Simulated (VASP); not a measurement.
# Ti2O (P-3m1) in VASP: notebook

Runs on Ti2O. Level: r2SCAN. Tasks: single point.

All numbers are computed with VASP 6.6.1; they aren't measurements. Logs are shortened: lines on timing, memory, paths and dates and some standing lists are left out, and cuts for length are marked.

## 1. The cell of the first run

Symmetry: P-3m1, No. 164, trigonal system. The conventional cell has a = 2.892 Å, b = 2.892 Å, c = 4.872 Å, α = 90.00°, β = 90.00°, γ = 120.00°. Ti (site symmetry 3m) has 3 O at 2.13 Å and 9 Ti at 2.79 to 2.89 Å within 2.9 Å. O (site symmetry -3m) has 6 Ti at 2.13 Å and 6 O at 2.89 Å within 2.9 Å.

## 2. Single point, r2SCAN (biaxial strain in the a-b plane: -2.0 %)

POSCAR reads:

```
Ti2O
1.0
    2.8924060747      0.0000000000      0.0000000000
   -1.4462030374      2.5048971388      0.0000000000
    0.0000000000      0.0000000000      4.8717725079
Ti O
2 1
Direct
    0.6666666667      0.3333333333      0.2701939783
    0.3333333333      0.6666666667      0.7298060217
    0.0000000000      0.0000000000      0.0000000000
```

INCAR.step1 reads:

```
PREC = Accurate
ENCUT = 520
ISMEAR = 0
SIGMA = 0.1
LREAL = F
LASPH = T
NELM = 100
NBANDS = 22
GGA = PE
ALGO = Normal
EDIFF = 1E-4
LWAVE = T
LCHARG = F
```

INCAR.step2 reads:

```
PREC = Accurate
ENCUT = 520
EDIFF = 1E-6
ISMEAR = 0
SIGMA = 0.1
LREAL = F
LASPH = T
NELM = 100
ALGO = Normal
ISIF = 2
LWAVE = F
LCHARG = T
METAGGA = R2SCAN
LMIXTAU = T
LELF = T
LVHAR = T
NBANDS = 22
ISTART = 1
```

KPOINTS reads:

```
regular mesh
0
Gamma
  24 24 12
```

Potentials or basis: VASP PAW PBE potentials, release 64 (Ti_sv, O).

Started as:

```
$ cat potpaw_PBE.64/Ti_sv/POTCAR potpaw_PBE.64/O/POTCAR > POTCAR
$ cp INCAR.step1 INCAR
$ mpirun -np 1 vasp_std > vasp.out
$ cp INCAR.step2 INCAR
$ mpirun -np 1 vasp_std > vasp.out
```

OUTCAR:

```text
PREC = Accurate
   ENCUT = 520
   EDIFF = 1E-6
   ISMEAR = 0
   LREAL = F
   LASPH = T
   NELM = 100
   ISIF = 2
   METAGGA = R2SCAN
   ISTART = 1

 ion  position               nearest neighbor table
   1  0.667  0.333  0.270-   3 2.13   3 2.13   3 2.13   2 2.79   2 2.79   2 2.79
   2  0.333  0.667  0.730-   3 2.13   3 2.13   3 2.13   1 2.79   1 2.79   1 2.79
   3  0.000  0.000  0.000-   1 2.13   2 2.13   1 2.13   2 2.13   1 2.13   2 2.13

  LATTYP: Found a hexagonal cell.
 ALAT       =     2.8924060747
 C/A-ratio  =     1.6843321380

  Lattice vectors:

 A1 = (   2.8924060747,   0.0000000000,   0.0000000000)
 A2 = (  -1.4462030374,   2.5048971388,   0.0000000000)
 A3 = (   0.0000000000,   0.0000000000,   4.8717725079)

Analysis of symmetry for initial positions (statically):
=====================================================================
 Subroutine PRICEL returns:
 Original cell was already a primitive cell.

 Routine SETGRP: Setting up the symmetry group for a
 hexagonal supercell.

 Subroutine GETGRP returns: Found 12 space group operations
 (whereof 12 operations were pure point group operations)
 out of a pool of 24 trial point group operations.

The static configuration has the point symmetry D_3d.

Analysis of symmetry for dynamics (positions and initial velocities):
=====================================================================
 Subroutine PRICEL returns:
 Original cell was already a primitive cell.

 Routine SETGRP: Setting up the symmetry group for a
 hexagonal supercell.

 Subroutine GETGRP returns: Found 12 space group operations
 (whereof 12 operations were pure point group operations)
 out of a pool of 24 trial point group operations.

The dynamic configuration has the point symmetry D_3d.

 Subroutine INISYM returns: Found 12 space group operations
 (whereof 12 operations are pure point group operations),
 and found     1 'primitive' translations

----------------------------------------------------------------------------------------

                                     Primitive cell

  volume of cell :      35.2969

  direct lattice vectors                    reciprocal lattice vectors
     2.892406075  0.000000000  0.000000000     0.345732921  0.199608995  0.000000000
    -1.446203037  2.504897139  0.000000000     0.000000000  0.399217990  0.000000000
     0.000000000  0.000000000  4.871772508     0.000000000  0.000000000  0.205264100

  length of vectors
     2.892406075  2.892406075  4.871772508     0.399217990  0.399217990  0.205264100

  position of ions in fractional coordinates (direct lattice)
     0.666666667  0.333333333  0.270193978
     0.333333333  0.666666667  0.729806022
     0.000000000  0.000000000  0.000000000

  ion indices of the primitive-cell ions
   primitive index   ion index
                 1           1
                 2           2
                 3           3

----------------------------------------------------------------------------------------

 KPOINTS: regular mesh

Automatic generation of k-mesh.
 Grid dimensions read from file:
 generate k-points for:   24   24   12

 Generating k-lattice:

  Cartesian coordinates                     Fractional coordinates (reciprocal lattice)
     0.014405538  0.008317041  0.000000000     0.041666667  0.000000000  0.000000000
     0.000000000  0.016634083  0.000000000     0.000000000  0.041666667  0.000000000
     0.000000000  0.000000000  0.017105342     0.000000000  0.000000000  0.083333333

  Length of vectors
     0.016634083  0.016634083  0.017105342

  Shift w.r.t. Gamma in fractional coordinates (k-lattice)
     0.000000000  0.000000000  0.000000000

 Subroutine IBZKPT returns following result:
 ===========================================

 Found    667 irreducible k-points:

 Following reciprocal coordinates:
            Coordinates               Weight
  0.000000  0.000000  0.000000      1.000000
  0.041667  0.000000  0.000000      6.000000
  0.083333  0.000000  0.000000      6.000000
  0.125000  0.000000  0.000000      6.000000
  0.166667  0.000000  0.000000      6.000000
  0.208333  0.000000  0.000000      6.000000
[... 16 lines left out ...]
  0.416667  0.041667  0.000000     12.000000
  0.458333  0.041667  0.000000     12.000000
 [... further k-points ...]
   k-points           NKPTS =    667   k-points in BZ     NKDIM =    667   number of bands    NBANDS=     22
   number of dos      NEDOS =    301   number of ions     NIONS =      3
   total plane-waves  NPLWV =  20736
   dimension x,y,z NGX =    24 NGY =   24 NGZ =   36
   dimension x,y,z NGXF=    48 NGYF=   48 NGZF=   72
   ions per type =               2   1
   NGX,Y,Z   is equivalent  to a cutoff of  13.79, 13.79, 12.28 a.u.
   NGXF,Y,Z  is equivalent  to a cutoff of  27.59, 27.59, 24.57 a.u.
 SYSTEM =  unknown system
   PREC   = accura    normal or accurate (medium, high low for compatibility)
   ISTART =      1    job   : 0-new  1-cont  2-samecut
   ICHARG =      0    charge: 1-file 2-atom 10-const
   ISPIN  =      1    spin polarized calculation?
   LNONCOLLINEAR =      F non collinear calculations
   LSORBIT =      F    spin-orbit coupling
   LASPH  =      T    aspherical Exc in radial PAW
   ENCUT  =  520.0 eV  38.22 Ry    6.18 a.u.   5.38  5.38  9.06*2*pi/ulx,y,z
   NELM   =    100;   NELMIN=  2; NELMDL=  0     # of ELM steps
   EDIFF  = 0.1E-05   stopping-criterion for ELM
   LREAL  =      F    real-space projection
   EDIFFG = 0.1E-04   stopping-criterion for IOM
   NSW    =      0    number of steps for IOM
   IBRION =     -1    ionic relax: 0-MD 1-quasi-New 2-CG
   NFREE  =      0    steps in history (QN), initial steepest desc. (CG)
   ISIF   =      2    stress and relaxation
   ISYM   =      2    0-nonsym 1-usesym 2-fastsym
   POTIM  = 0.5000    time-step for ionic-motion
   TEBEG  =    0.0;   TEEND  =   0.0 temperature during run
   PSTRESS=    0.0 pullay stress
   NELECT =      30.0000    total number of electrons
   NUPDOWN=      -1.0000    fix difference up-down
   EMIN   =  10.00;   EMAX   =-10.00  energy-range for DOS
   EFERMI =   0.00;   METHOD = LEGACY
   ISMEAR =     0;   SIGMA  =   0.10  broadening in eV -4-tet -1-fermi 0-gaus
   EFERMI_NEDOS =   21; number of points for ismear=-14 and -15
   IALGO  =     38    algorithm
   IMIX   =      4    mixing-type and parameters
     AMIX     =   0.40;   BMIX     =  1.00
     AMIX_MAG =   1.60;   BMIX_MAG =  1.00
  volume/ion in A,a.u.               =      11.77        79.40
  Fermi-wavevector in a.u.,A,eV,Ry     =   1.550731  2.930457 32.718845  2.404767
  Thomas-Fermi vector in A             =   2.655352
   LORBIT       =      0    0 simple, 1 ext, 2 COOP (PROOUT), +10 PAW based schemes
   METAGGA = R2SCAN    functional components
   LHFCALC =     F    Hartree Fock is set to
   AEXX    =    0.0000 exact exchange contribution
   IVDW    =     0    specifies the selected vdW correction
   LEPSILON=     F    determine dielectric tensor
   LRPA    =     F    only Hartree local field effects (RPA)
 non-spin polarized calculation
 Gauss-broadening in eV      SIGMA  =   0.10
  energy-cutoff  :      520.00
  volume of cell :       35.30
 maximum number of plane-waves:       978
 NGX is ok and might be reduce to    24
   NGX = 11   NGY = 11   NGZ = 19

 number of electron      29.9999985 magnetization

 Free energy of the ion-electron system (eV)
  ---------------------------------------------------
  ext. energy  EPLUGINS =         0.00000000
  ---------------------------------------------------
  free energy    TOTEN  =       -37.81764722 eV

  energy without entropy =      -37.81248917  energy(sigma->0) =      -37.81506820

 E-fermi :  10.4108     XC(G=0): -13.3145

 val. band max:       10.4061930585   @ k =   0.1250   0.0833   0.0000
 cond. band min:      10.4113530616   @ k =   0.2917   0.1250   0.4167
 fundamental gap:      0.0051600031
 Fermi energy:        10.4107598373

 k-point     1 :       0.0000    0.0000    0.0000
  band No.  band energies     occupation
      1     -49.2086      2.00000
      2     -49.0760      2.00000
      3     -24.8743      2.00000
      4     -24.0930      2.00000
      5     -24.0930      2.00000
      6     -24.0845      2.00000
[... 14 lines left out ...]
     21      11.9089      0.00000
     22      14.5260      0.00000

 k-point     2 :       0.0417    0.0000    0.0000
  band No.  band energies     occupation
      1     -49.2065      2.00000
      2     -49.0749      2.00000
      3     -24.8688      2.00000
      4     -24.1115      2.00000
      5     -24.0964      2.00000
      6     -24.0776      2.00000
[... 14 lines left out ...]
     21      11.9956      0.00000
     22      14.4069      0.00000

 k-point     3 :       0.0833    0.0000    0.0000
  band No.  band energies     occupation
      1     -49.2003      2.00000
      2     -49.0717      2.00000
      3     -24.8524      2.00000
      4     -24.1477      2.00000
      5     -24.1062      2.00000
      6     -24.0769      2.00000
[... 14 lines left out ...]
     21      12.1797      0.00000
     22      14.1606      0.00000

 k-point     4 :       0.1250    0.0000    0.0000
  band No.  band energies     occupation
      1     -49.1904      2.00000
      2     -49.0668      2.00000
      3     -24.8260      2.00000
      4     -24.1999      2.00000
      5     -24.1215      2.00000
      6     -24.1125      2.00000
[... 14 lines left out ...]
     21      12.3969      0.00000
     22      13.9103      0.00000

 k-point     5 :       0.1667    0.0000    0.0000
  band No.  band energies     occupation
      1     -49.1774      2.00000
      2     -49.0605      2.00000
      3     -24.7906      2.00000
      4     -24.2668      2.00000
      5     -24.1768      2.00000
      6     -24.1407      2.00000
[... 14 lines left out ...]
     21      12.6222      0.00000
     22      13.7102      0.00000

 k-point     6 :       0.2083    0.0000    0.0000
  band No.  band energies     occupation
      1     -49.1618      2.00000
      2     -49.0534      2.00000
      3     -24.7480      2.00000
      4     -24.3456      2.00000
      5     -24.2487      2.00000
      6     -24.1624      2.00000
[... 14 lines left out ...]
     21      12.9350      0.00000
     22      13.6102      0.00000

 k-point     7 :       0.2500    0.0000    0.0000
  band No.  band energies     occupation
      1     -49.1447      2.00000
      2     -49.0462      2.00000
      3     -24.7005      2.00000
      4     -24.4311      2.00000
      5     -24.3219      2.00000
      6     -24.1852      2.00000
[... 324 lines left out ...]
      6     -24.2203      2.00000
[... 14 lines left out ...]
     21      13.3595      0.00000
     22      14.1060      0.00000

 k-point    21 :       0.3333    0.0417    0.0000
  band No.  band energies     occupation
      1     -49.1007      2.00000
      2     -49.0315      2.00000
      3     -24.6368      2.00000
      4     -24.5839      2.00000
      5     -24.4657      2.00000
      6     -24.2410      2.00000
[... 14 lines left out ...]
     21      13.4448      0.00000
     22      14.0241      0.00000

 k-point    22 :       0.3750    0.0417    0.0000
  band No.  band energies     occupation
      1     -49.0863      2.00000
      2     -49.0285      2.00000
      3     -24.6957      2.00000
      4     -24.5824      2.00000
      5     -24.4656      2.00000
      6     -24.2580      2.00000
[... 14 lines left out ...]
     21      13.5518      0.00000
     22      13.9479      0.00000

 k-point    23 :       0.4167    0.0417    0.0000
  band No.  band energies     occupation
      1     -49.0753      2.00000
      2     -49.0272      2.00000
      3     -24.7383      2.00000
      4     -24.6007      2.00000
      5     -24.4380      2.00000
      6     -24.2705      2.00000
[... 14 lines left out ...]
     21      13.7068      0.00000
     22      13.8796      0.00000

 k-point    24 :       0.4583    0.0417    0.0000
  band No.  band energies     occupation
      1     -49.0692      2.00000
      2     -49.0269      2.00000
      3     -24.7603      2.00000
      4     -24.6136      2.00000
      5     -24.4156      2.00000
      6     -24.2778      2.00000
[... 14 lines left out ...]
     21      13.7815      0.00000
     22      13.8161      0.00000

 [... further k-points ...]

------------------------ aborting loop because EDIFF is reached ----------------------------------------

  FORCE on cell =-STRESS in cart. coord.  units (eV):
  Direction    XX          YY          ZZ          XY          YZ          ZX
  --------------------------------------------------------------------------------------
  -------------------------------------------------------------------------------------
  Total        2.1648800      2.1648800      0.2422274     -0.0000000      0.0000000     -0.0000000
  in kB       98.2671246     98.2671246     10.9950633     -0.0000000      0.0000000     -0.0000000
  external PRESSURE =      69.1764375 kB  Pullay stress =       0.0000000 kB

 VOLUME and BASIS-vectors are now :
 -----------------------------------------------------------------------------
  energy-cutoff  :      520.00
  volume of cell :       35.30
      direct lattice vectors                 reciprocal lattice vectors
     2.892406075  0.000000000  0.000000000     0.345732921  0.199608995  0.000000000
    -1.446203037  2.504897139  0.000000000     0.000000000  0.399217990  0.000000000
     0.000000000  0.000000000  4.871772508     0.000000000  0.000000000  0.205264100

 POSITION                                       TOTAL-FORCE (eV/Angst)
 -----------------------------------------------------------------------------------
      1.44620      0.83497      1.31632         0.000000     -0.000000      0.179998
     -0.00000      1.66993      3.55545        -0.000000      0.000000     -0.179998
      0.00000      0.00000      0.00000        -0.000000      0.000000      0.000000
 -----------------------------------------------------------------------------------
    total drift:                               -0.000000      0.000000      0.000000

  FREE ENERGIE OF THE ION-ELECTRON SYSTEM (eV)
  ---------------------------------------------------
  free  energy   TOTEN  =       -37.8176472233 eV

  energy  without entropy=      -37.8124891720  energy(sigma->0) =      -37.81506820
```

Run time: 22 min. Hardware: 1 thread of AMD EPYC 9R45 (Zen 5), shared host; peak memory 0.5 GiB.

Results:

| Property | Result |
| --- | --- |
| Free energy | -37.8176 eV |
| Pressure | 6.9 GPa |
| Largest force | 0.180 eV/Å |
| Band gap on the k mesh | zero (bands 15 and 16 overlap by 1.03 eV) |

Forces in eV/Å, atoms in the order of the input:
```
Ti   0.000  0.000  0.180
Ti   0.000  0.000 -0.180
O    0.000  0.000  0.000
```

Stress tensor (GPa, compression positive):
```
9.83 0.00 0.00
0.00 9.83 0.00
0.00 0.00 1.10
```

Caveat: the cell differs from its parent crystal (biaxial strain in the a-b plane: -2.0 %); the stress differs along the axes, from 1 to 10 GPa; the PAW data sets were made with another functional, which shifts forces and pressure a little.

## 3. Single point, r2SCAN (11.74 Å³/atom)

POSCAR reads:

```
Ti2O
1.0
    2.9198164190      0.0000000000      0.0000000000
   -1.4599082095      2.5286351933      0.0000000000
    0.0000000000      0.0000000000      4.7712646944
Ti O
2 1
Direct
    0.6666666667      0.3333333333      0.2696977945
    0.3333333333      0.6666666667      0.7303022055
    0.0000000000      0.0000000000      0.0000000000
```

INCAR.step1 reads:

```
SYSTEM = Ti2O
ALGO = Normal
EDIFF = 1E-4
ENCUT = 520
GGA = PE
ISMEAR = 0
LASPH = .True.
LCHARG = .False.
LREAL = .False.
LWAVE = .True.
NBANDS = 22
NELM = 80
PREC = Accurate
SIGMA = 0.1
```

INCAR.step2 reads:

```
SYSTEM = Ti2O
ALGO = Normal
EDIFF = 1E-6
ENCUT = 520
ISIF = 2
ISMEAR = 0
ISTART = 1
LASPH = .True.
LCHARG = .False.
LMIXTAU = .True.
LREAL = .False.
LWAVE = .False.
METAGGA = R2SCAN
NBANDS = 22
NELM = 80
PREC = Accurate
SIGMA = 0.1
```

KPOINTS reads:

```
k-points
0
Gamma
  18 18 10
  0 0 0
```

Potentials or basis: VASP PAW PBE potentials, release 64 (Ti_sv, O).

Started as:

```
$ cat potpaw_PBE.64/Ti_sv/POTCAR potpaw_PBE.64/O/POTCAR > POTCAR
$ cp INCAR.step1 INCAR
$ mpirun -np 1 vasp_std > vasp.out
$ cp INCAR.step2 INCAR
$ mpirun -np 1 vasp_std > vasp.out
```

Wall time 5 min (1 thread of Intel Xeon 6975P-C (Granite Rapids), shared host); peak memory 0.34 GiB.

Results (log left out):

```yaml
Free_energy: -37.8339 eV
Pressure: 7.5 GPa
Largest_force: 0.066 eV/Å
Band_gap_on_the_k_mesh: zero (bands 15 and 16 overlap by 1.03 eV)
```

Forces on the atoms (eV/Å):
```
Ti   0.000  0.000  0.066
Ti   0.000  0.000 -0.066
O    0.000  0.000  0.000
```

Stress tensor (GPa, compression positive):
```
7.48 0.00 0.00
0.00 7.48 0.00
0.00 0.00 7.39
```

Levels at points of the mesh, in eV from the Fermi level:
| k point | band 12 | band 13 | band 14 | band 15 | band 16 | band 17 | band 18 | band 19 |
| --- | --- | --- | --- | --- | --- | --- | --- | --- |
| (0.00, 0.00, 0.00) | -6.52 | -4.12 | -0.39 | 0.20 | 0.58 | 0.58 | 1.15 | 1.15 |
| (0.50, 0.00, 0.00) | -7.00 | -2.84 | -1.58 | -0.72 | 1.18 | 1.91 | 3.06 | 3.08 |
| (0.00, 0.00, 0.50) | -6.59 | -2.18 | -1.99 | 0.19 | 0.19 | 1.24 | 2.05 | 2.05 |
| (0.50, 0.00, 0.50) | -6.92 | -1.81 | -1.55 | -0.61 | -0.57 | 1.07 | 3.00 | 3.17 |

Caveat: the cell stands under pressure; the PAW data sets were made with another functional, which shifts forces and pressure a little.
